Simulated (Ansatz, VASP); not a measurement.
## Al2Cu: VASP beside Ansatz

INCAR

```
PREC = Accurate
ENCUT = 520
EDIFF = 1E-6
ISMEAR = 0
SIGMA = 0.15
LREAL = F
LASPH = T
NELM = 60
ALGO = Fast
ISIF = 2
LWAVE = F
LCHARG = F
GGA = PE
NBANDS = 26
```

File KPOINTS:

```
regular mesh
0
Gamma
  10 10 10
```

Contents of POSCAR:

```
Al2Cu
1.0
   -2.9656500000      2.9656500000      2.3192000000
    2.9656500000     -2.9656500000      2.3192000000
    2.9656500000      2.9656500000     -2.3192000000
Al Cu
4 2
Direct
    0.1587211657      0.6587211657      0.8174423314
    0.6587211657      0.8412788343      0.5000000000
    0.8412788343      0.3412788343      0.1825576686
    0.3412788343      0.1587211657      0.5000000000
    0.7500000000      0.7500000000      0.0000000000
    0.2500000000      0.2500000000      0.0000000000
```

Input for Ansatz:

```yaml
crystal:
  lattice:
    - [-2.96565, 2.96565, 2.3192]
    - [2.96565, -2.96565, 2.3192]
    - [2.96565, 2.96565, -2.3192]
  atoms:
    - { symbol: Al, position: [0.1587211657, 0.6587211657, 0.8174423314] }
    - { symbol: Al, position: [0.6587211657, 0.8412788343, 0.5] }
    - { symbol: Al, position: [0.8412788343, 0.3412788343, 0.1825576686] }
    - { symbol: Al, position: [0.3412788343, 0.1587211657, 0.5] }
    - { symbol: Cu, position: [0.75, 0.75, 0.0] }
    - { symbol: Cu, position: [0.25, 0.25, 0.0] }
basis:
  ecutwfc: 520.0
kpoints:
  mp_grid: { grid: [10, 10, 10] }
hamiltonian:
  xc: pbe
  pseudopotentials: { kind: paw, azcp: { folder: soft_1 } }
scf:
  occupations: { method: gaussian, width: 0.15 }
output:
  forces: true
  stress: true
  eigenvalues: true
```

Alike in both runs: task single point; functional PBE; k mesh 10 × 10 × 10; occupations gaussian, width 0.15 eV; no spin polarisation.

```csv
,VASP,Ansatz
version,VASP 6.6.1,Ansatz 0.2.0
potentials or method,"VASP PAW PBE potentials, release 64 (Al, Cu), cutoff 520 eV","scalar-relativistic, plane waves, PAW"
valence electrons in the cell,34,50
```

Ansatz gave:

* gap on the k mesh at the Fermi level (eV): none
* pressure (GPa): 11.4
* traceless stress, the component that is largest in VASP (GPa): 3.69
* rms of the force components (eV/Å): 0.082

What did VASP give for the same quantities?

gap on the k mesh at the Fermi level (eV): none; pressure (GPa): 11.5; traceless stress, the component that is largest in VASP (GPa): 3.69; rms of the force components (eV/Å): 0.083.

Atom by atom the forces differ by 0.001 eV/Å (rms over components). A gap of «none» marks a metal or a gap that the smearing closes. With one functional, cell and mesh, what is left measures potentials, basis and numerics. VASP's potentials hold 34 valence electrons a cell and Ansatz's 50, so a difference there can come from the potentials and not from the codes.
